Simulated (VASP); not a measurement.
# MgB15N15 (a cell with a defect) (Mg_B-V_N) in VASP: a series of runs, part 2 of 2

VASP 6.6.1.

## 3. Single point, PBE

Contents of INCAR:

```
PREC     = Accurate       # precision mode
ENCUT    = 520            # plane-wave cutoff, eV
EDIFF    = 1E-6           # SCF threshold, eV
ISMEAR   = -1             # smearing method
SIGMA    = 0.01           # smearing width, eV
LREAL    = Auto         
LASPH    = T              # aspherical terms in the spheres
NELM     = 60             # most SCF steps
ALGO     = Normal         # electronic algorithm
ISIF     = 2              # what is computed and relaxed
LWAVE    = F              # write WAVECAR
LCHARG   = T              # write CHGCAR
GGA      = PE             # functional
LELF     = T              # ELF
LVHAR    = T            
NBANDS   = 82             # bands
NELECT   = 120.0
```

Contents of KPOINTS:

```
Automatic mesh
0
Gamma
  1 1 1
  0.25 0.25 0.25
```

Contents of POSCAR:

```
MgB15N15
1.0
   -3.6241103800      3.6241103800     -3.6241103800
    3.6241103800      3.6241103800      3.6241103800
    3.6241103800     -3.6241103800     -3.6241103800
B Mg N
15 1 15
Direct
   -0.0016113169     -0.0010066637     -0.0604032856
    0.0105971477      0.2579762886      0.7551473057
    0.0106102024      0.5039263180      0.5091885915
   -0.0015731780      0.6883967159      0.2502602952
    0.2573565101      0.0112556326      0.7551640288
    0.2573411667      0.5039112112      0.2624322009
    0.2430001938      0.7494556388      0.0006807665
    0.5033168922      0.0112517358      0.5091852708
    0.5032978360      0.2579781442      0.2624478446
    0.4986631437      0.4992867621      0.0057381987
    0.4986568512      0.7545397119      0.7504923793
    0.6877851547     -0.0009842270      0.2502260673
    0.7488611982      0.2436110168      0.0007004080
    0.7539098971      0.4992713462      0.7505124027
    0.7488263497      0.7494548347      0.4948296817
    0.1792085946      0.1798541928      0.4310536297
    0.0000552124      0.2482953253      0.0097879946
    0.0075733804      0.5054710145      0.7567006008
    0.0000535233      0.7585690768      0.4995437414
    0.2476765997      0.0006623581      0.0097914431
    0.2529387819      0.2535766587      0.7794953816
    0.2529306676      0.5282962662      0.5047611981
    0.2477020276      0.7585710152      0.2518996408
    0.5048639762      0.0081916411      0.7567000217
    0.5276474318      0.2535757510      0.5047832429
    0.5048444980      0.5054729636      0.2594070662
    0.5027239844      0.7534889040      0.0047018322
    0.7579456189      0.0006715851      0.4995163801
    0.7579493937      0.2483168009      0.2519053347
    0.7528908914      0.5033484838      0.0047286905
    0.7528579305      0.7534759507      0.7545486824
```

Potentials or basis: VASP PAW PBE potentials, release 64 (B, Mg, N).

Run with:

```
cat potpaw_PBE.64/B/POTCAR potpaw_PBE.64/Mg/POTCAR potpaw_PBE.64/N/POTCAR > POTCAR
mpirun -np 1 vasp_std > vasp.out
```

OUTCAR:

```text
PREC = Accurate
   ENCUT = 520
   EDIFF = 1E-6
   ISMEAR = -1
   LREAL = Auto
   LASPH = T
   NELM = 60
   ISIF = 2
   GGA = PE
   NELECT = 120.0

 ion  position               nearest neighbor table
   1  0.998  0.999  0.940-  31 1.46  20 1.47  17 1.47  16 2.56
   2  0.011  0.258  0.755-  21 1.49  18 1.56  28 1.60  17 1.64  16 2.57
   3  0.011  0.504  0.509-  22 1.49  18 1.56  29 1.60  19 1.64  16 2.57
   4  0.998  0.688  0.250-  30 1.46  23 1.47  19 1.47  16 2.56
   5  0.257  0.011  0.755-  21 1.49  24 1.56  19 1.60  20 1.64  16 2.57
   6  0.257  0.504  0.262-  22 1.49  26 1.56  17 1.60  23 1.64  16 2.57
   7  0.243  0.749  0.001-  18 1.51  20 1.55  23 1.55  27 1.61
   8  0.503  0.011  0.509-  25 1.49  24 1.56  23 1.60  28 1.64  16 2.57
   9  0.503  0.258  0.262-  25 1.49  26 1.56  20 1.60  29 1.64  16 2.57
  10  0.499  0.499  0.006-  21 1.51  26 1.57  27 1.59  30 1.59
  11  0.499  0.755  0.750-  22 1.51  24 1.57  31 1.59  27 1.59
  12  0.688  0.999  0.250-  27 1.46  29 1.47  28 1.47  16 2.56
  13  0.749  0.244  0.001-  24 1.51  17 1.55  29 1.55  30 1.61
  14  0.754  0.499  0.751-  25 1.51  18 1.57  30 1.59  31 1.59
  15  0.749  0.749  0.495-  26 1.51  28 1.55  19 1.55  31 1.61
  16  0.179  0.180  0.431-  25 1.93  21 1.93  22 1.93  12 2.56   1 2.56   4 2.56   3 2.57   6 2.57
                             9 2.57   2 2.57   5 2.57   8 2.57
  17  0.000  0.248  0.010-   1 1.47  13 1.55   6 1.60   2 1.64
  18  0.008  0.505  0.757-   7 1.51   2 1.56   3 1.56  14 1.57
  19  0.000  0.759  0.500-   4 1.47  15 1.55   5 1.60   3 1.64
  20  0.248  0.001  0.010-   1 1.47   7 1.55   9 1.60   5 1.64
  21  0.253  0.254  0.779-   5 1.49   2 1.49  10 1.51  16 1.93
  22  0.253  0.528  0.505-   6 1.49   3 1.49  11 1.51  16 1.93
  23  0.248  0.759  0.252-   4 1.47   7 1.55   8 1.60   6 1.64
  24  0.505  0.008  0.757-  13 1.51   5 1.56   8 1.56  11 1.57
  25  0.528  0.254  0.505-   8 1.49   9 1.49  14 1.51  16 1.93
  26  0.505  0.505  0.259-  15 1.51   6 1.56   9 1.56  10 1.57
  27  0.503  0.753  0.005-  12 1.46  10 1.59  11 1.59   7 1.61
  28  0.758  0.001  0.500-  12 1.47  15 1.55   2 1.60   8 1.64
  29  0.758  0.248  0.252-  12 1.47  13 1.55   3 1.60   9 1.64
  30  0.753  0.503  0.005-   4 1.46  14 1.59  10 1.59  13 1.61
  31  0.753  0.753  0.755-   1 1.46  11 1.59  14 1.59  15 1.61

  LATTYP: Found a body centered cubic cell.
 ALAT       =     7.2482207600

[... 195 lines left out ...]
   LEPSILON=     F    determine dielectric tensor
   LRPA    =     F    only Hartree local field effects (RPA)
 non-spin polarized calculation
  energy-cutoff  :      520.00
  volume of cell :      190.40
 maximum number of plane-waves:      5072
 NGX is ok and might be reduce to    48
   NGX = 23   NGY = 23   NGZ = 23

 number of electron     120.0000005 magnetization

 Free energy of the ion-electron system (eV)
  ---------------------------------------------------
  ext. energy  EPLUGINS =         0.00000000
  ---------------------------------------------------
  free energy    TOTEN  =      -272.96440418 eV

  energy without entropy =     -272.96440418  energy(sigma->0) =     -272.96440418

 E-fermi :   7.6315     XC(G=0): -12.4841

 val. band max:        7.2901422297   @ k =   0.2500   0.2500   0.2500
 cond. band min:       8.4260056328   @ k =   0.2500   0.2500   0.2500
 fundamental gap:      1.1358634031
 Fermi energy:         7.6315152589

 k-point     1 :       0.2500    0.2500    0.2500
  band No.  band energies     occupation
      1     -11.7355      2.00000
      2     -11.7353      2.00000
      3     -11.5540      2.00000
      4     -10.7891      2.00000
      5      -8.8652      2.00000
      6      -8.8650      2.00000
[... 64 lines left out ...]
     71      15.2344      0.00000
     72      15.2346      0.00000
 [bands above 72 left out]

------------------------ aborting loop because EDIFF is reached ----------------------------------------

  FORCE on cell =-STRESS in cart. coord.  units (eV):
  Direction    XX          YY          ZZ          XY          YZ          ZX
  --------------------------------------------------------------------------------------
  -------------------------------------------------------------------------------------
  Total       -3.0739609     -3.0779280     -3.0712807     -3.8065774      3.8119891      3.8097066
  in kB      -25.8669173    -25.9003005    -25.8443639    -32.0317754     32.0773140     32.0581071
  external PRESSURE =     -25.8705273 kB  Pullay stress =       0.0000000 kB

 VOLUME and BASIS-vectors are now :
 -----------------------------------------------------------------------------
  energy-cutoff  :      520.00
  volume of cell :      190.40
      direct lattice vectors                 reciprocal lattice vectors
    -3.624110380  3.624110380 -3.624110380     0.000000000  0.137964893 -0.137964893
     3.624110380  3.624110380  3.624110380     0.137964893  0.137964893  0.000000000
     3.624110380 -3.624110380 -3.624110380     0.137964893  0.000000000 -0.137964893

 POSITION                                       TOTAL-FORCE (eV/Angst)
 -----------------------------------------------------------------------------------
      3.40739      3.83353     -3.40301         0.003609     -0.004963     -0.001403
      3.63327     -1.76340     -1.84021        -0.001091     -0.004740      0.007599
      3.63319      0.01938     -0.05752         0.002985     -0.009764      0.005763
     -0.21661      5.20626     -2.03055         0.002410      0.000725      0.007180
      1.84490     -1.76332     -3.62869        -0.012581     -0.005912     -0.000811
      1.84468      1.80778     -0.05749        -0.007997      0.001247      0.005559
[... 23 lines left out ...]
     -0.88723      4.53561     -0.92151        -0.006809     -0.007230      0.016210
      2.73681      2.72455     -2.73233        -0.005833     -0.014903      0.006018
 -----------------------------------------------------------------------------------
    total drift:                               -0.000222      0.001192      0.000003

  FREE ENERGIE OF THE ION-ELECTRON SYSTEM (eV)
  ---------------------------------------------------
  free  energy   TOTEN  =      -272.9644041825 eV

  energy  without entropy=     -272.9644041825  energy(sigma->0) =     -272.96440418
```

OSZICAR:

```text
N       E                     dE             d eps       ncg     rms          rms(c)
DAV:   1     0.509495392462E+03    0.50950E+03   -0.63573E+04   164   0.142E+03
DAV:   2    -0.253407714417E+03   -0.76290E+03   -0.73483E+03   206   0.326E+02
DAV:   3    -0.290304462059E+03   -0.36897E+02   -0.36627E+02   200   0.737E+01
DAV:   4    -0.290765781969E+03   -0.46132E+00   -0.46025E+00   200   0.836E+00
DAV:   5    -0.290771922436E+03   -0.61405E-02   -0.61370E-02   200   0.949E-01    0.275E+01
DAV:   6    -0.274504682607E+03    0.16267E+02   -0.47139E+01   184   0.227E+01    0.127E+01
DAV:   7    -0.273273677871E+03    0.12310E+01   -0.49726E+00   200   0.811E+00    0.790E+00
DAV:   8    -0.272977100491E+03    0.29658E+00   -0.88265E-01   192   0.341E+00    0.178E+00
DAV:   9    -0.272963741992E+03    0.13358E-01   -0.10852E-01   200   0.142E+00    0.441E-01
DAV:  10    -0.272964143973E+03   -0.40198E-03   -0.32927E-02   192   0.626E-01    0.232E-01
DAV:  11    -0.272964245010E+03   -0.10104E-03   -0.37947E-03   192   0.261E-01    0.803E-02
DAV:  12    -0.272964389820E+03   -0.14481E-03   -0.47132E-04   184   0.945E-02    0.247E-02
DAV:  13    -0.272964402015E+03   -0.12195E-04   -0.42792E-05   200   0.270E-02    0.132E-02
DAV:  14    -0.272964404016E+03   -0.20012E-05   -0.82556E-06   192   0.133E-02    0.341E-03
DAV:  15    -0.272964404183E+03   -0.16663E-06   -0.20067E-06   128   0.582E-03
   1 F= -.27296440E+03 E0= -.27296440E+03  d E =-.203036E-14
```

Wall time 36 s (1 thread of Intel Xeon Platinum 8488C (Sapphire Rapids), shared host); peak memory 0.32 GiB.

Results:

* Free energy: -272.9644 eV
* Largest force: 0.022 eV/Å

Forces on the atoms (eV/Å):
```
B    0.004 -0.005 -0.001
B   -0.001 -0.005  0.008
B    0.003 -0.010  0.006
B    0.002  0.001  0.007
B   -0.013 -0.006 -0.001
B   -0.008  0.001  0.006
B   -0.001  0.008 -0.009
B   -0.005 -0.013 -0.002
B   -0.005 -0.001  0.008
B   -0.007  0.017  0.006
B   -0.010 -0.009 -0.018
B   -0.003  0.001  0.000
B    0.009  0.008  0.005
B    0.018 -0.006  0.009
B    0.008 -0.002 -0.010
Mg  -0.007 -0.006  0.006
N    0.017  0.008 -0.003
N    0.001 -0.005  0.007
N    0.018  0.005 -0.006
N    0.003  0.010 -0.018
N    0.004 -0.011 -0.006
N    0.005  0.002  0.006
N    0.002  0.019 -0.007
N   -0.003 -0.003  0.001
N   -0.012  0.005 -0.007
N   -0.007  0.002  0.006
N   -0.015 -0.006  0.007
N    0.009  0.004 -0.018
N    0.006  0.017 -0.003
N   -0.007 -0.007  0.016
N   -0.006 -0.015  0.006
```

Levels at points of the mesh, in eV from the Fermi level:
```csv
k point,band 58,band 59,band 60,band 61,band 62,band 63
"(0.25, 0.25, 0.25)",-1.79,-0.34,-0.34,0.79,3.85,3.85
```

Caveat: the k points lie up to 1.23 Å⁻¹ apart; the cell carries a net charge on a neutralising background, which shifts energy and pressure; the cell is charged against a uniform background, so pressure and absolute levels hang on convention.

## 4. Single point, PBE

Contents of INCAR:

```
PREC = Accurate
ENCUT = 520
EDIFF = 1E-7
ISMEAR = -1
SIGMA = 0.01
LREAL = Auto
LASPH = T
NELM = 80
ALGO = Normal
ISIF = 2
LWAVE = F
LCHARG = T
GGA = PE
LELF = T
LVHAR = T
NBANDS = 82
```

KPOINTS is that of step 3.

Contents of POSCAR:

```
MgB15N15
1.0
   -3.6241103844      3.6241103844     -3.6241103844
    3.6241103844      3.6241103844      3.6241103844
    3.6241103844     -3.6241103844     -3.6241103844
B Mg N
15 1 15
Direct
   -0.0054315652     -0.0051565760     -0.0216696841
    0.0082216797      0.2542055194      0.7573481480
    0.0082209004      0.5075250713      0.5040240317
   -0.0054330746      0.7285036811      0.2446580816
    0.2539297786      0.0085002721      0.7573459937
    0.2539257709      0.5075267638      0.2583136714
    0.2497869760      0.7516036383      0.0014200960
    0.5072439755      0.0084978320      0.5040217473
    0.5072467768      0.2542067386      0.2583146898
    0.4979436993      0.4982244044      0.0021748727
    0.4979458723      0.7523534517      0.7480390618
    0.7282258173     -0.0051534869      0.2446625832
    0.7513264419      0.2500693409      0.0014213965
    0.7520737666      0.4982195312      0.7480349219
    0.7513272511      0.7516061351      0.4998838857
    0.1832467260      0.1835135079      0.4333582305
   -0.0003886273      0.2505168556      0.0068923423
    0.0076586617      0.5054241829      0.7552389631
   -0.0003842175      0.7570783321      0.5003343938
    0.2502380997     -0.0001116258      0.0068875506
    0.2524919628      0.2527730387      0.7800121823
    0.2524885524      0.5301870847      0.5025821622
    0.2502399219      0.7570735263      0.2497064385
    0.5051498604      0.0079367753      0.7552431011
    0.5299080642      0.2527710803      0.5025812468
    0.5051462106      0.5054267557      0.2577549268
    0.5007941721      0.7510277839      0.0008430246
    0.7567986783     -0.0001097526      0.5003325959
    0.7567995857      0.2505195718      0.2497066613
    0.7507480301      0.5010693516      0.0008435732
    0.7507480111      0.7510265596      0.7508853496
```

Run with:

```
cat potpaw_PBE.64/B/POTCAR potpaw_PBE.64/Mg/POTCAR potpaw_PBE.64/N/POTCAR > POTCAR
mpirun -np 1 vasp_std > vasp.out
```

Wall time 39 s (1 thread of Intel Xeon Platinum 8488C (Sapphire Rapids), shared host); peak memory 0.32 GiB.

It converged, with:

| Property | Result |
| --- | --- |
| Free energy | -257.7433 eV |
| Pressure | 11.7 GPa |
| Largest force | 0.015 eV/Å |
| Band gap on the k mesh | 4.05 eV |

Forces in eV/Å, atoms in the order of the input:
```
B    0.008 -0.004 -0.008
B    0.002 -0.005  0.014
B    0.002 -0.013  0.006
B    0.008  0.008  0.004
B   -0.014 -0.005 -0.003
B   -0.014  0.002  0.005
B   -0.005  0.004 -0.004
B   -0.006 -0.013 -0.003
B   -0.005  0.002  0.014
B    0.002  0.014 -0.003
B    0.002  0.002 -0.014
B   -0.004  0.009 -0.008
B    0.004  0.004  0.005
B    0.014  0.003 -0.002
B    0.004 -0.005 -0.004
Mg  -0.008 -0.007  0.010
N    0.004  0.006 -0.003
N   -0.003 -0.004  0.004
N    0.004  0.003 -0.005
N    0.004  0.006 -0.005
N    0.006 -0.005 -0.007
N    0.006  0.006  0.004
N    0.003  0.004 -0.005
N   -0.004 -0.004  0.005
N   -0.005  0.005 -0.007
N   -0.004 -0.004  0.004
N   -0.011 -0.002  0.002
N    0.006  0.003 -0.004
N    0.006  0.004 -0.003
N   -0.002 -0.002  0.012
N   -0.002 -0.011  0.002
```

Stress tensor (GPa, compression positive):
```
11.72 -0.77  0.77
-0.77 11.71  0.77
 0.77  0.77 11.72
```

Levels at points of the mesh, in eV from the valence-band top:
```csv
k point,band 57,band 58,band 59,band 60,band 61,band 62,band 63,band 64,band 65,band 66
"(0.25, 0.25, 0.25)",-1.29,-1.24,-0.20,0.00,0.00,4.05,4.05,7.13,7.29,7.41
```

Caveat: the k points lie up to 1.23 Å⁻¹ apart.
